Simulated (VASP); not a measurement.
# HgTe (Fm-3m) in VASP: a series of runs

HgTe is run at these levels: PBE, PBEsol+D4; tasks: single point.

Everything below comes from runs of VASP 6.6.1. Logs are shortened: lines on timing, memory, paths and dates and some standing lists are left out, and cuts for length are marked.

**1. The cell of the first run**

The structure is cubic, space group Fm-3m (No. 225). The conventional cell has a = 6.154 Å, b = 6.154 Å, c = 6.154 Å, α = 90.00°, β = 90.00°, γ = 90.00°. Hg (site symmetry m-3m) has 6 Te at 3.08 Å within 4.1 Å. Within 4.1 Å of Te (site symmetry m-3m) lie 6 Hg at 3.08 Å.

**2. Single point, PBE**

INCAR reads:

```
SYSTEM = HgTe
PREC     = Accurate       ! precision mode
ENCUT    = 500            ! plane-wave cutoff, eV
EDIFF    = 1E-6           ! SCF threshold, eV
ISMEAR   = -5             ! smearing method
SIGMA    = 0.1            ! smearing width, eV
LREAL    = .False.        ! projectors in reciprocal space
LASPH    = .True.         ! aspherical terms in the spheres
NELM     = 120            ! most SCF steps
ALGO     = Normal         ! electronic algorithm
ISIF     = 2              ! what is computed and relaxed
LWAVE    = .False.        ! write WAVECAR
LCHARG   = .True.         ! write CHGCAR
GGA      = PE             ! functional
LELF     = .True.         ! ELF
LVHAR    = .True.       
NBANDS   = 16             ! bands
GGA_COMPAT= .False.
```

KPOINTS reads:

```
Automatic mesh
0
Gamma
  4 4 4
  0 0 0
```

POSCAR reads:

```
HgTe
1.0
    0.0000000000      3.0771170000      3.0771170000
    3.0771170000      0.0000000000      3.0771170000
    3.0771170000      3.0771170000      0.0000000000
Hg Te
1 1
Direct
    0.0000000000      0.0000000000      0.0000000000
    0.5000000000      0.5000000000      0.5000000000
```

Potentials or basis: VASP PAW PBE potentials, release 64 (Hg, Te).

The run is started by

```console
$ cat potpaw_PBE.64/Hg/POTCAR potpaw_PBE.64/Te/POTCAR > POTCAR
$ mpirun -np 1 vasp_std > vasp.out
```

OUTCAR:

```text
SYSTEM = HgTe
   PREC = Accurate
   ENCUT = 500
   EDIFF = 1E-6
   ISMEAR = -5
   LREAL = .False.
   LASPH = .True.
   NELM = 120
   ISIF = 2
   GGA = PE

 ion  position               nearest neighbor table
   1  0.000  0.000  0.000-   2 3.08   2 3.08   2 3.08   2 3.08   2 3.08   2 3.08
   2  0.500  0.500  0.500-   1 3.08   1 3.08   1 3.08   1 3.08   1 3.08   1 3.08

  LATTYP: Found a face centered cubic cell.
 ALAT       =     6.1542340000

  Lattice vectors:

 A1 = (   0.0000000000,   3.0771170000,   3.0771170000)
 A2 = (   3.0771170000,   0.0000000000,   3.0771170000)
 A3 = (   3.0771170000,   3.0771170000,   0.0000000000)

Analysis of symmetry for initial positions (statically):
=====================================================================
 Subroutine PRICEL returns:
 Original cell was already a primitive cell.

 Routine SETGRP: Setting up the symmetry group for a
 face centered cubic supercell.

 Subroutine GETGRP returns: Found 48 space group operations
 (whereof 48 operations were pure point group operations)
 out of a pool of 48 trial point group operations.

The static configuration has the point symmetry O_h .

Analysis of symmetry for dynamics (positions and initial velocities):
=====================================================================
 Subroutine PRICEL returns:
 Original cell was already a primitive cell.

 Routine SETGRP: Setting up the symmetry group for a
 face centered cubic supercell.

 Subroutine GETGRP returns: Found 48 space group operations
 (whereof 48 operations were pure point group operations)
 out of a pool of 48 trial point group operations.

The dynamic configuration has the point symmetry O_h .

 Subroutine INISYM returns: Found 48 space group operations
 (whereof 48 operations are pure point group operations),
 and found     1 'primitive' translations

----------------------------------------------------------------------------------------

                                     Primitive cell

  volume of cell :      58.2723

  direct lattice vectors                    reciprocal lattice vectors
     0.000000000  3.077117000  3.077117000    -0.162489759  0.162489759  0.162489759
     3.077117000  0.000000000  3.077117000     0.162489759 -0.162489759  0.162489759
     3.077117000  3.077117000  0.000000000     0.162489759  0.162489759 -0.162489759

  length of vectors
     4.351700594  4.351700594  4.351700594     0.281440518  0.281440518  0.281440518

  position of ions in fractional coordinates (direct lattice)
     0.000000000  0.000000000  0.000000000
     0.500000000  0.500000000  0.500000000

  ion indices of the primitive-cell ions
   primitive index   ion index
                 1           1
                 2           2

----------------------------------------------------------------------------------------

 KPOINTS: Automatic mesh

Automatic generation of k-mesh.
 Grid dimensions read from file:
 generate k-points for:    4    4    4

 Generating k-lattice:

  Cartesian coordinates                     Fractional coordinates (reciprocal lattice)
    -0.040622440  0.040622440  0.040622440     0.250000000  0.000000000  0.000000000
     0.040622440 -0.040622440  0.040622440     0.000000000  0.250000000  0.000000000
     0.040622440  0.040622440 -0.040622440     0.000000000  0.000000000  0.250000000

  Length of vectors
     0.070360130  0.070360130  0.070360130

  Shift w.r.t. Gamma in fractional coordinates (k-lattice)
     0.000000000  0.000000000  0.000000000

 TETIRR: Found      9 inequivalent tetrahedra from      384

 Subroutine IBZKPT returns following result:
 ===========================================

 Found      8 irreducible k-points:

 Following reciprocal coordinates:
            Coordinates               Weight
  0.000000  0.000000  0.000000      1.000000
  0.250000  0.000000  0.000000      8.000000
  0.500000  0.000000  0.000000      4.000000
  0.250000  0.250000  0.000000      6.000000
  0.500000  0.250000  0.000000     24.000000
 -0.250000  0.250000  0.000000     12.000000
  0.500000  0.500000  0.000000      3.000000
 -0.250000  0.500000  0.250000      6.000000
   k-points           NKPTS =      8   k-points in BZ     NKDIM =      8   number of bands    NBANDS=     16
   number of dos      NEDOS =    301   number of ions     NIONS =      2
   total plane-waves  NPLWV =  32768
   dimension x,y,z NGX =    32 NGY =   32 NGZ =   32
   dimension x,y,z NGXF=    64 NGYF=   64 NGZF=   64
   ions per type =               1   1
   NGX,Y,Z   is equivalent  to a cutoff of  12.22, 12.22, 12.22 a.u.
   NGXF,Y,Z  is equivalent  to a cutoff of  24.45, 24.45, 24.45 a.u.
 SYSTEM =  HgTe
   PREC   = accura    normal or accurate (medium, high low for compatibility)
   ISTART =      0    job   : 0-new  1-cont  2-samecut
   ICHARG =      2    charge: 1-file 2-atom 10-const
   ISPIN  =      1    spin polarized calculation?
   LNONCOLLINEAR =      F non collinear calculations
   LSORBIT =      F    spin-orbit coupling
   LASPH  =      T    aspherical Exc in radial PAW
   ENCUT  =  500.0 eV  36.75 Ry    6.06 a.u.   7.93  7.93  7.93*2*pi/ulx,y,z
   NELM   =    120;   NELMIN=  2; NELMDL= -5     # of ELM steps
   EDIFF  = 0.1E-05   stopping-criterion for ELM
   LREAL  =      F    real-space projection
   EDIFFG = 0.1E-04   stopping-criterion for IOM
   NSW    =      0    number of steps for IOM
   IBRION =     -1    ionic relax: 0-MD 1-quasi-New 2-CG
   NFREE  =      0    steps in history (QN), initial steepest desc. (CG)
   ISIF   =      2    stress and relaxation
   ISYM   =      2    0-nonsym 1-usesym 2-fastsym
   POTIM  = 0.5000    time-step for ionic-motion
   TEBEG  =    0.0;   TEEND  =   0.0 temperature during run
   PSTRESS=    0.0 pullay stress
   NELECT =      18.0000    total number of electrons
   NUPDOWN=      -1.0000    fix difference up-down
   EMIN   =  10.00;   EMAX   =-10.00  energy-range for DOS
   EFERMI =   0.00;   METHOD = LEGACY
   ISMEAR =    -5;   SIGMA  =   0.10  broadening in eV -4-tet -1-fermi 0-gaus
   EFERMI_NEDOS =   21; number of points for ismear=-14 and -15
   IALGO  =     38    algorithm
   IMIX   =      4    mixing-type and parameters
     AMIX     =   0.40;   BMIX     =  1.00
     AMIX_MAG =   1.60;   BMIX_MAG =  1.00
  volume/ion in A,a.u.               =      29.14       196.62
  Fermi-wavevector in a.u.,A,eV,Ry     =   1.106653  2.091272 16.662809  1.224682
  Thomas-Fermi vector in A             =   2.243157
   LORBIT       =      0    0 simple, 1 ext, 2 COOP (PROOUT), +10 PAW based schemes
   GGA     = PE    functional components
   LHFCALC =     F    Hartree Fock is set to
   AEXX    =    0.0000 exact exchange contribution
   IVDW    =     0    specifies the selected vdW correction
   LEPSILON=     F    determine dielectric tensor
   LRPA    =     F    only Hartree local field effects (RPA)
 non-spin polarized calculation
 Fermi weights with tetrahedron method with Bloechl corrections
  energy-cutoff  :      500.00
  volume of cell :       58.27
 maximum number of plane-waves:      1480
   NGX = 15   NGY = 15   NGZ = 15

 number of electron      17.9999999 magnetization

 Free energy of the ion-electron system (eV)
  ---------------------------------------------------
  ext. energy  EPLUGINS =         0.00000000
  ---------------------------------------------------
  free energy    TOTEN  =        -3.27577112 eV

  energy without entropy =       -3.27577112  energy(sigma->0) =       -3.27577112

 E-fermi :   4.0107     XC(G=0):  -9.7296

 val. band max:        4.4129013324   @ k =   0.5000   0.0000   0.0000
 cond. band min:       3.5123543129   @ k =   0.0000   0.0000   0.0000
 fundamental gap:     -0.9005470196
 Fermi energy:         4.0107203656

 k-point     1 :       0.0000    0.0000    0.0000
  band No.  band energies     occupation
      1      -7.6711      2.00000
      2      -2.5713      2.00000
      3      -2.5713      2.00000
      4      -2.5208      2.00000
      5      -2.5208      2.00000
      6      -2.5208      2.00000
      7       3.0488      2.00000
      8       3.5124      2.00000
      9       3.5124      2.00000
     10       3.5124      0.18047
     11      11.7392      0.00000
     12      11.7392      0.00000
     13      11.7392      0.00000
     14      11.7971      0.00000
     15      11.7971      0.00000
     16      11.7971      0.00000

 k-point     2 :       0.2500    0.0000    0.0000
  band No.  band energies     occupation
      1      -7.1852      2.00000
      2      -2.7281      2.00000
      3      -2.7281      2.00000
      4      -2.6008      2.00000
      5      -2.4477      2.00000
      6      -2.4477      2.00000
      7       0.0733      2.00000
      8       3.9141      1.96342
      9       3.9141      1.75634
     10       6.1014     -0.01252
     11       8.8052      0.00000
     12       9.4739      0.00000
     13       9.4739      0.00000
     14      11.9946      0.00000
     15      12.9292      0.00000
     16      12.9292      0.00000

 k-point     3 :       0.5000    0.0000    0.0000
  band No.  band energies     occupation
      1      -6.5023      2.00000
      2      -2.9174      2.00000
      3      -2.8778      2.00000
      4      -2.8778      2.00000
      5      -2.3672      2.00000
      6      -2.3672      2.00000
      7      -1.3176      2.00000
      8       4.4129      1.80699
      9       4.4129      0.62246
     10       6.7926      0.00000
     11       7.6632      0.00000
     12       8.0933      0.00000
     13       8.0933      0.00000
     14      14.4335      0.00000
     15      14.9975      0.00000
     16      14.9975      0.00000

 k-point     4 :       0.2500    0.2500    0.0000
  band No.  band energies     occupation
      1      -7.1102      2.00000
      2      -2.7922      2.00000
      3      -2.5826      2.00000
      4      -2.5270      2.00000
      5      -2.4368      2.00000
      6      -2.4368      2.00000
      7       0.8094      2.00000
      8       2.7669      2.00000
      9       2.7669      2.15881
     10       5.0057      0.01430
     11       9.6004      0.00000
     12       9.7331      0.00000
     13      11.4592      0.00000
     14      11.4592      0.00000
     15      15.1518      0.00000
     16      15.1521      0.00000

 k-point     5 :       0.5000    0.2500    0.0000
  band No.  band energies     occupation
      1      -6.6080      2.00000
      2      -2.6927      2.00000
      3      -2.6454      2.00000
      4      -2.5606      2.00000
      5      -2.3408      2.00000
      6      -2.2902      2.00000
      7      -0.7448      2.00000
      8       2.0965      2.01215
      9       2.9715      2.14835
     10       4.5286      0.10239
     11       9.3507      0.00000
     12      10.4796      0.00000
     13      11.0930      0.00000
     14      12.3537      0.00000
     15      15.4438      0.00000
     16      15.8881      0.00000

 k-point     6 :      -0.2500    0.2500    0.0000
  band No.  band energies     occupation
      1      -6.6866      2.00000
      2      -2.8341      2.00000
      3      -2.8282      2.00000
      4      -2.5527      2.00000
      5      -2.4042      2.00000
      6      -2.3252      2.00000
      7      -0.5168      2.00000
      8       1.8510      2.02881
      9       4.2109      1.53958
     10       6.2222      0.00000
     11       8.3633      0.00000
     12       8.8371      0.00000
     13      10.4736      0.00000
     14      12.9715      0.00000
     15      14.5049      0.00000
     16      15.1613      0.00000

 k-point     7 :       0.5000    0.5000    0.0000
  band No.  band energies     occupation
      1      -6.6905      2.00000
      2      -2.6440      2.00000
      3      -2.4820      2.00000
      4      -2.2993      2.00000
      5      -2.2993      2.00000
      6      -1.7396      2.00000
      7       0.0635      2.00000
      8       1.3667      2.00000
      9       1.9958      2.00000
     10       1.9958      2.24493
     11       9.0106      0.00000
     12      13.1263      0.00000
     13      13.1263      0.00000
     14      13.6510      0.00000
     15      16.9309      0.00000
     16      16.9309      0.00000

 k-point     8 :      -0.2500    0.5000    0.2500
  band No.  band energies     occupation
      1      -6.5372      2.00000
      2      -2.7571      2.00000
      3      -2.5277      2.00000
      4      -2.5277      2.00000
      5      -2.2993      2.00000
      6      -1.8797      2.00000
      7      -0.0944      2.00000
      8       1.0015      2.00000
      9       1.0015      2.02311
     10       5.8661     -0.09970
     11       8.7926      0.00000
     12      10.8901      0.00000
     13      10.8901      0.00000
     14      14.5922      0.00000
     15      14.5922      0.00000
     16      16.9083      0.00000

------------------------ aborting loop because EDIFF is reached ----------------------------------------

  FORCE on cell =-STRESS in cart. coord.  units (eV):
  Direction    XX          YY          ZZ          XY          YZ          ZX
  --------------------------------------------------------------------------------------
  -------------------------------------------------------------------------------------
  Total        0.1940149      0.1940149      0.1940149     -0.0000000      0.0000000     -0.0000000
  in kB        5.3343771      5.3343771      5.3343771     -0.0000000      0.0000000     -0.0000000
  external PRESSURE =       5.3343771 kB  Pullay stress =       0.0000000 kB

 VOLUME and BASIS-vectors are now :
 -----------------------------------------------------------------------------
  energy-cutoff  :      500.00
  volume of cell :       58.27
      direct lattice vectors                 reciprocal lattice vectors
     0.000000000  3.077117000  3.077117000    -0.162489759  0.162489759  0.162489759
     3.077117000  0.000000000  3.077117000     0.162489759 -0.162489759  0.162489759
     3.077117000  3.077117000  0.000000000     0.162489759  0.162489759 -0.162489759

 POSITION                                       TOTAL-FORCE (eV/Angst)
 -----------------------------------------------------------------------------------
      0.00000      0.00000      0.00000         0.000000      0.000000      0.000000
      3.07712      3.07712      3.07712        -0.000000     -0.000000     -0.000000
 -----------------------------------------------------------------------------------
    total drift:                                0.000000     -0.000000     -0.000000

  FREE ENERGIE OF THE ION-ELECTRON SYSTEM (eV)
  ---------------------------------------------------
  free  energy   TOTEN  =        -3.2757711172 eV

  energy  without entropy=       -3.2757711172  energy(sigma->0) =       -3.27577112
```

It took 6.1 s on 1 thread of Intel Xeon 6975P-C (Granite Rapids), shared host; peak memory 0.17 GiB.

Results:

* Free energy: -3.2758 eV
* Pressure: 0.5 GPa
* Band gap on the k mesh: zero (bands 9 and 10 overlap by 2.42 eV)

Caveat: the k points lie up to 0.44 Å⁻¹ apart, too coarse for converged energies and pressures of a metal; spin-orbit coupling is left out, which moves the levels of the heavy elements; tetrahedron occupations give inexact forces and stress in metals.

**3. Single point, PBE**

INCAR reads:

```
SYSTEM = HgTe
PREC = Accurate ; ENCUT = 500
EDIFF = 1E-6 ; ISMEAR = 1
SIGMA = 0.15 ; LREAL = .FALSE.
LASPH = .TRUE. ; NELM = 120
ALGO = Normal ; ISIF = 2
LWAVE = .FALSE. ; LCHARG = .TRUE.
GGA = PE ; LELF = .TRUE.
LVHAR = .TRUE. ; NBANDS = 16
GGA_COMPAT = .FALSE.
```

KPOINTS reads:

```
regular mesh
0
G
  4 4 4
  0 0 0
```

POSCAR is that of step 2.

Potentials or basis: VASP PAW PBE potentials, release 64 (Hg, Te).

The run is started by

```console
$ cat potpaw_PBE.64/Hg/POTCAR potpaw_PBE.64/Te/POTCAR > POTCAR
$ mpirun -np 1 vasp_std > vasp.out
```

Run time: 6.2 s. Hardware: 1 thread of Intel Xeon 6975P-C (Granite Rapids), shared host; peak memory 0.17 GiB.

It converged, with:

| Quantity | Value |
| --- | --- |
| Free energy | -3.1618 eV |
| Pressure | 1.1 GPa |
| Band gap on the k mesh | zero (bands 9 and 10 overlap by 2.42 eV) |

Levels at points of the mesh, in eV from the Fermi level:
```
           k point  band 7  band 8  band 9  band 10  band 11  band 12
(0.00, 0.00, 0.00)   -1.36   -0.88   -0.88    -0.88     7.33     7.33
(0.50, 0.00, 0.00)   -5.73    0.02    0.02     2.38     3.25     3.68
(0.50, 0.50, 0.00)   -4.34   -3.05   -2.40    -2.40     4.60     8.72
```

Caveat: the k points lie up to 0.44 Å⁻¹ apart, too coarse for converged energies and pressures of a metal; spin-orbit coupling is left out, which moves the levels of the heavy elements.

**4. Single point, PBEsol+D4**

This run uses another cell than the first one, of 27.42 Å³/atom.

INCAR reads:

```
SYSTEM = HgTe
  ALGO = Normal
  EDIFF = 1E-6
  ENCUT = 500
  GGA = PS
  GGA_COMPAT = .FALSE.
  ISIF = 2
  ISMEAR = 0
  ISYM = 0
  IVDW = 13
  LASPH = .TRUE.
  LCHARG = .FALSE.
  LREAL = .FALSE.
  LWAVE = .FALSE.
  NBANDS = 16
  NELM = 120
  PREC = Accurate
  SIGMA = 0.1
```

KPOINTS reads:

```
k-points
0
G
  1 4 5
  0 0 0
```

POSCAR reads:

```
HgTe
1.0
    0.0000000000      3.0153695904      3.0153695904
    3.0153695904      0.0000000000      3.0153695904
    3.0153695904      3.0153695904      0.0000000000
Hg Te
1 1
Direct
    0.0000000000      0.0000000000      0.0000000000
    0.5000000000      0.5000000000      0.5000000000
```

The run is started by

```console
$ cat potpaw_PBE.64/Hg/POTCAR potpaw_PBE.64/Te/POTCAR > POTCAR
$ mpirun -np 1 vasp_std > vasp.out
```

Run time: 6.3 s. Hardware: 1 thread of Intel Xeon 6975P-C (Granite Rapids), shared host; peak memory 0.17 GiB.

The run converged, but its numbers aren't listed here, since they failed a check.

Caveat: the k points lie up to 1.48 Å⁻¹ apart, too coarse for converged energies and pressures of a metal; the PAW data sets were made with another functional, which shifts forces and pressure a little; spin-orbit coupling is left out, which moves the levels of the heavy elements.

The gap in the log of VASP goes by the Fermi energy; the results here count the filled bands.